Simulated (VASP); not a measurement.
# Ta4O (P4mm) in VASP: single point with PBE

Aim: the single point of Ta4O with PBE.

Program: VASP 6.6.1. These are calculated values, not measurements. Logs are shortened: lines on timing, memory, paths and dates and some standing lists are left out, and cuts for length are marked.

**1. The cell of the first run**

The structure is tetragonal, space group P4mm (No. 99). The conventional cell has a = 3.255 Å, b = 3.255 Å, c = 14.491 Å, α = 90.00°, β = 90.00°, γ = 90.00°. Ta (site symmetry 4mm) has 4 O at 2.30 Å and 4 Ta at 2.92 Å within 3.0 Å. Ta (site symmetry 4mm) has 4 O at 2.30 Å within 3.0 Å. Ta (site symmetry 4mm) has 1 O at 2.09 Å within 2.8 Å. Ta (site symmetry 4mm) has 1 O at 2.09 Å within 2.8 Å. Ta (site symmetry 4mm) has 1 O at 1.79 Å within 2.4 Å. Ta (site symmetry 4mm) has 1 O at 2.09 Å within 2.8 Å. Within 3.7 Å of Ta (site symmetry 4mm) lie 14 Ta at 2.81 to 3.70 Å. Within 3.7 Å of Ta (site symmetry 4mm) lie 14 Ta at 2.81 to 3.70 Å.

**2. Single point, PBE**

The input, INCAR:

```
  ALGO = Normal
  EDIFF = 1E-7
  ENCUT = 520
  GGA = PE
  ISIF = 2
  ISMEAR = 0
  LASPH = T
  LCHARG = F
  LREAL = F
  LWAVE = F
  NBANDS = 61
  NELM = 60
  PREC = Accurate
  SIGMA = 0.15
```

The input, KPOINTS:

```
k-points
0
Gamma
  14 14 4
```

The input, POSCAR:

```
Ta4O
1.0
   -3.2547070438      0.0000000000      0.0000000000
    0.0000000000     -3.2547070438      0.0000000000
    0.0000000000      0.0000000000     14.4907733139
Ta O
8 2
Direct
    1.0000000000      1.0000000000      0.0722147251
    1.0000000000      1.0000000000      0.5825661396
    0.5000000000      0.5000000000      0.2165996364
    0.5000000000      0.5000000000      0.7269510509
    0.5000000000      0.5000000000      0.9485326427
    0.5000000000      0.5000000000      0.4381812283
    1.0000000000      0.0000000000      0.8377418468
    1.0000000000      0.0000000000      0.3273904324
    0.5000000000      0.5000000000      0.0722147251
    0.5000000000      0.5000000000      0.5825661396
```

Potentials or basis: VASP PAW PBE potentials, release 64 (Ta_pv, O).

On the command line:

```
> cat potpaw_PBE.64/Ta_pv/POTCAR potpaw_PBE.64/O/POTCAR > POTCAR
> mpirun -np 1 vasp_std > vasp.out
```

OUTCAR:

```text
EDIFF = 1E-7
   ENCUT = 520
   GGA = PE
   ISIF = 2
   ISMEAR = 0
   LASPH = T
   LREAL = F
   NELM = 60
   PREC = Accurate

 ion  position               nearest neighbor table
   1  0.000  0.000  0.072-   9 2.30   9 2.30   9 2.30   9 2.30   5 2.92   5 2.92   5 2.92   5 2.92
                             3 3.11   3 3.11   3 3.11   3 3.11   7 3.40
   2  0.000  0.000  0.583-  10 2.30  10 2.30  10 2.30  10 2.30   6 3.11   6 3.11   6 3.11   6 3.11
                             4 3.11   4 3.11   4 3.11   4 3.11
   3  0.500  0.500  0.217-   9 2.09   8 2.81   8 2.81   8 2.81   8 2.81   1 3.11   1 3.11   1 3.11
                             1 3.11   6 3.21
   4  0.500  0.500  0.727-  10 2.09   7 2.81   7 2.81   7 2.81   7 2.81   2 3.11   2 3.11   2 3.11
                             2 3.11   5 3.21
   5  0.500  0.500  0.949-   9 1.79   7 2.81   7 2.81   7 2.81   7 2.81   1 2.92   1 2.92   1 2.92
                             1 2.92   4 3.21
   6  0.500  0.500  0.438-  10 2.09   8 2.81   8 2.81   8 2.81   8 2.81   2 3.11   2 3.11   2 3.11
                             2 3.11   3 3.21
   7  0.000  0.000  0.838-   4 2.81   5 2.81   4 2.81   5 2.81   4 2.81   5 2.81   4 2.81   5 2.81
                             1 3.40
   8  0.000  0.000  0.327-   6 2.81   6 2.81   6 2.81   6 2.81   3 2.81   3 2.81   3 2.81   3 2.81

   9  0.500  0.500  0.072-   5 1.79   3 2.09   1 2.30   1 2.30   1 2.30   1 2.30
  10  0.500  0.500  0.583-   6 2.09   4 2.09   2 2.30   2 2.30   2 2.30   2 2.30

  LATTYP: Found a simple tetragonal cell.
 ALAT       =     3.2547070438
 C/A-ratio  =     4.4522511915

  Lattice vectors:

 A1 = (  -3.2547070438,   0.0000000000,   0.0000000000)
 A2 = (   0.0000000000,  -3.2547070438,   0.0000000000)
 A3 = (   0.0000000000,   0.0000000000,  14.4907733139)

Analysis of symmetry for initial positions (statically):
=====================================================================
 Subroutine PRICEL returns:
 Original cell was already a primitive cell.

 Routine SETGRP: Setting up the symmetry group for a
 simple tetragonal supercell.

 Subroutine GETGRP returns: Found  8 space group operations
 (whereof  8 operations were pure point group operations)
 out of a pool of 16 trial point group operations.

The static configuration has the point symmetry C_4v.

Analysis of symmetry for dynamics (positions and initial velocities):
=====================================================================
 Subroutine PRICEL returns:
 Original cell was already a primitive cell.

 Routine SETGRP: Setting up the symmetry group for a
 simple tetragonal supercell.

 Subroutine GETGRP returns: Found  8 space group operations
 (whereof  8 operations were pure point group operations)
 out of a pool of 16 trial point group operations.

The dynamic configuration has the point symmetry C_4v.

 Subroutine INISYM returns: Found  8 space group operations
 (whereof  8 operations are pure point group operations),
 and found     1 'primitive' translations

----------------------------------------------------------------------------------------

                                     Primitive cell

  volume of cell :     153.5025

  direct lattice vectors                    reciprocal lattice vectors
    -3.254707044  0.000000000  0.000000000    -0.307247315  0.000000000  0.000000000
     0.000000000 -3.254707044  0.000000000     0.000000000 -0.307247315  0.000000000
     0.000000000  0.000000000 14.490773314     0.000000000  0.000000000  0.069009430

  length of vectors
     3.254707044  3.254707044 14.490773314     0.307247315  0.307247315  0.069009430

  position of ions in fractional coordinates (direct lattice)
     0.000000000  0.000000000  0.072214725
     0.000000000  0.000000000  0.582566140
     0.500000000  0.500000000  0.216599636
     0.500000000  0.500000000  0.726951051
     0.500000000  0.500000000  0.948532643
     0.500000000  0.500000000  0.438181228
     0.000000000  0.000000000  0.837741847
     0.000000000  0.000000000  0.327390432
     0.500000000  0.500000000  0.072214725
     0.500000000  0.500000000  0.582566140

  ion indices of the primitive-cell ions
   primitive index   ion index
                 1           1
                 2           2
                 3           3
                 4           4
                 5           5
                 6           6
                 7           7
                 8           8
                 9           9
                10          10

----------------------------------------------------------------------------------------

 KPOINTS: k-points

Automatic generation of k-mesh.
 Grid dimensions read from file:
 generate k-points for:   14   14    4

 Generating k-lattice:

  Cartesian coordinates                     Fractional coordinates (reciprocal lattice)
    -0.021946237  0.000000000  0.000000000     0.071428571  0.000000000  0.000000000
     0.000000000 -0.021946237  0.000000000     0.000000000  0.071428571  0.000000000
     0.000000000  0.000000000  0.017252357     0.000000000  0.000000000  0.250000000

  Length of vectors
     0.021946237  0.021946237  0.017252357

  Shift w.r.t. Gamma in fractional coordinates (k-lattice)
     0.000000000  0.000000000  0.000000000

 Subroutine IBZKPT returns following result:
 ===========================================

 Found    108 irreducible k-points:

 Following reciprocal coordinates:
            Coordinates               Weight
  0.000000  0.000000  0.000000      1.000000
  0.071429  0.000000  0.000000      4.000000
  0.142857  0.000000  0.000000      4.000000
  0.214286  0.000000  0.000000      4.000000
  0.285714  0.000000  0.000000      4.000000
  0.357143  0.000000  0.000000      4.000000
[... 16 lines left out ...]
  0.285714  0.214286  0.000000      8.000000
  0.357143  0.214286  0.000000      8.000000
 [... further k-points ...]
   k-points           NKPTS =    108   k-points in BZ     NKDIM =    108   number of bands    NBANDS=     61
   number of dos      NEDOS =    301   number of ions     NIONS =     10
   total plane-waves  NPLWV =  62208
   dimension x,y,z NGX =    24 NGY =   24 NGZ =  108
   dimension x,y,z NGXF=    48 NGYF=   48 NGZF=  216
   ions per type =               8   2
   NGX,Y,Z   is equivalent  to a cutoff of  12.26, 12.26, 12.39 a.u.
   NGXF,Y,Z  is equivalent  to a cutoff of  24.52, 24.52, 24.78 a.u.
 SYSTEM =  unknown system
   PREC   = accura    normal or accurate (medium, high low for compatibility)
   ISTART =      0    job   : 0-new  1-cont  2-samecut
   ICHARG =      2    charge: 1-file 2-atom 10-const
   ISPIN  =      1    spin polarized calculation?
   LNONCOLLINEAR =      F non collinear calculations
   LSORBIT =      F    spin-orbit coupling
   LASPH  =      T    aspherical Exc in radial PAW
   ENCUT  =  520.0 eV  38.22 Ry    6.18 a.u.   6.05  6.05 26.94*2*pi/ulx,y,z
   NELM   =     60;   NELMIN=  2; NELMDL= -5     # of ELM steps
   EDIFF  = 0.1E-06   stopping-criterion for ELM
   LREAL  =      F    real-space projection
   EDIFFG = 0.1E-05   stopping-criterion for IOM
   NSW    =      0    number of steps for IOM
   IBRION =     -1    ionic relax: 0-MD 1-quasi-New 2-CG
   NFREE  =      0    steps in history (QN), initial steepest desc. (CG)
   ISIF   =      2    stress and relaxation
   ISYM   =      2    0-nonsym 1-usesym 2-fastsym
   POTIM  = 0.5000    time-step for ionic-motion
   TEBEG  =    0.0;   TEEND  =   0.0 temperature during run
   PSTRESS=    0.0 pullay stress
   NELECT =     100.0000    total number of electrons
   NUPDOWN=      -1.0000    fix difference up-down
   EMIN   =  10.00;   EMAX   =-10.00  energy-range for DOS
   EFERMI =   0.00;   METHOD = LEGACY
   ISMEAR =     0;   SIGMA  =   0.15  broadening in eV -4-tet -1-fermi 0-gaus
   EFERMI_NEDOS =   21; number of points for ismear=-14 and -15
   IALGO  =     38    algorithm
   IMIX   =      4    mixing-type and parameters
     AMIX     =   0.40;   BMIX     =  1.00
     AMIX_MAG =   1.60;   BMIX_MAG =  1.00
  volume/ion in A,a.u.               =      15.35       103.59
  Fermi-wavevector in a.u.,A,eV,Ry     =   1.419176  2.681854 27.402972  2.014062
  Thomas-Fermi vector in A             =   2.540224
   LORBIT       =      0    0 simple, 1 ext, 2 COOP (PROOUT), +10 PAW based schemes
   GGA     = PE    functional components
   LHFCALC =     F    Hartree Fock is set to
   AEXX    =    0.0000 exact exchange contribution
   IVDW    =     0    specifies the selected vdW correction
   LEPSILON=     F    determine dielectric tensor
   LRPA    =     F    only Hartree local field effects (RPA)
 non-spin polarized calculation
 Gauss-broadening in eV      SIGMA  =   0.15
  energy-cutoff  :      520.00
  volume of cell :      153.50
 maximum number of plane-waves:      4176
   NGX = 13   NGY = 13   NGZ = 53

 number of electron     100.0000009 magnetization

 Free energy of the ion-electron system (eV)
  ---------------------------------------------------
  ext. energy  EPLUGINS =         0.00000000
  ---------------------------------------------------
  free energy    TOTEN  =      -109.10894532 eV

  energy without entropy =     -109.05184120  energy(sigma->0) =     -109.08039326

 E-fermi :   6.6084     XC(G=0): -12.7209

 val. band max:        6.6044497040   @ k =   0.3571   0.0000   0.0000
 cond. band min:       6.6117203119   @ k =   0.2857   0.2857   0.2500
 fundamental gap:      0.0072706079
 Fermi energy:         6.6083554442

 k-point     1 :       0.0000    0.0000    0.0000
  band No.  band energies     occupation
      1     -28.9656      2.00000
      2     -28.9656      2.00000
      3     -28.8508      2.00000
      4     -28.8508      2.00000
      5     -28.5872      2.00000
      6     -28.5536      2.00000
[... 53 lines left out ...]
     60       8.4625      0.00000
     61       8.4761      0.00000

 k-point     2 :       0.0714    0.0000    0.0000
  band No.  band energies     occupation
      1     -28.9848      2.00000
      2     -28.9635      2.00000
      3     -28.8867      2.00000
      4     -28.8477      2.00000
      5     -28.5849      2.00000
      6     -28.5407      2.00000
[... 1397 lines left out ...]
     60       9.1527      0.00000
     61       9.4257      0.00000

 k-point    24 :       0.3571    0.2143    0.0000
  band No.  band energies     occupation
      1     -29.2180      2.00000
      2     -29.1975      2.00000
      3     -29.0462      2.00000
      4     -28.9422      2.00000
      5     -28.5274      2.00000
      6     -28.3927      2.00000
[... 53 lines left out ...]
     60       9.4473      0.00000
     61       9.5121      0.00000

 [... further k-points ...]
[... 5 lines left out ...]
  --------------------------------------------------------------------------------------
  -------------------------------------------------------------------------------------
  Total        4.1719347      4.1719347     18.5447363      0.0000000      0.0000000      0.0000000
  in kB       43.5444408     43.5444408    193.5601158      0.0000000      0.0000000      0.0000000
  external PRESSURE =      93.5496658 kB  Pullay stress =       0.0000000 kB

 VOLUME and BASIS-vectors are now :
 -----------------------------------------------------------------------------
  energy-cutoff  :      520.00
  volume of cell :      153.50
      direct lattice vectors                 reciprocal lattice vectors
    -3.254707044  0.000000000  0.000000000    -0.307247315  0.000000000  0.000000000
     0.000000000 -3.254707044  0.000000000     0.000000000 -0.307247315  0.000000000
     0.000000000  0.000000000 14.490773314     0.000000000  0.000000000  0.069009430

 POSITION                                       TOTAL-FORCE (eV/Angst)
 -----------------------------------------------------------------------------------
      0.00000      0.00000      1.04645        -0.000000      0.000000      1.660279
      0.00000      0.00000      8.44183        -0.000000      0.000000      0.014217
     -1.62735     -1.62735      3.13870        -0.000000     -0.000000      0.364632
     -1.62735     -1.62735     10.53408        -0.000000      0.000000     -0.036141
     -1.62735     -1.62735     13.74497        -0.000000     -0.000000     -8.474068
     -1.62735     -1.62735      6.34958        -0.000000      0.000000      0.017069
      0.00000      0.00000     12.13953        -0.000000      0.000000     -0.459895
      0.00000      0.00000      4.74414         0.000000      0.000000     -0.028335
     -1.62735     -1.62735      1.04645        -0.000000     -0.000000      6.959100
     -1.62735     -1.62735      8.44183        -0.000000     -0.000000     -0.016857
 -----------------------------------------------------------------------------------
    total drift:                               -0.000000      0.000000     -0.001246

  FREE ENERGIE OF THE ION-ELECTRON SYSTEM (eV)
  ---------------------------------------------------
  free  energy   TOTEN  =      -109.1089453226 eV

  energy  without entropy=     -109.0518412027  energy(sigma->0) =     -109.08039326
```

Wall time 9.5 min (1 thread of Intel Xeon 6975P-C (Granite Rapids), shared host); peak memory 0.73 GiB.

What came out:

```yaml
Free_energy: -109.1089 eV
Pressure: 9.4 GPa
Largest_force: 8.474 eV/Å
Band_gap_on_the_k_mesh: zero (band 50 reaches 7.07 eV, above the bottom of band 51 at 6.06 eV)
```

Forces on the atoms (eV/Å):
```
Ta   0.000  0.000  1.660
Ta   0.000  0.000  0.014
Ta   0.000  0.000  0.365
Ta   0.000  0.000 -0.036
Ta   0.000  0.000 -8.474
Ta   0.000  0.000  0.017
Ta   0.000  0.000 -0.460
Ta   0.000  0.000 -0.028
O    0.000  0.000  6.959
O    0.000  0.000 -0.017
```

Caveat: spin-orbit coupling is left out, which moves the levels of the heavy elements; forces of over 1 eV/Å act on the atoms, so gaps and moduli don't describe the material at rest.
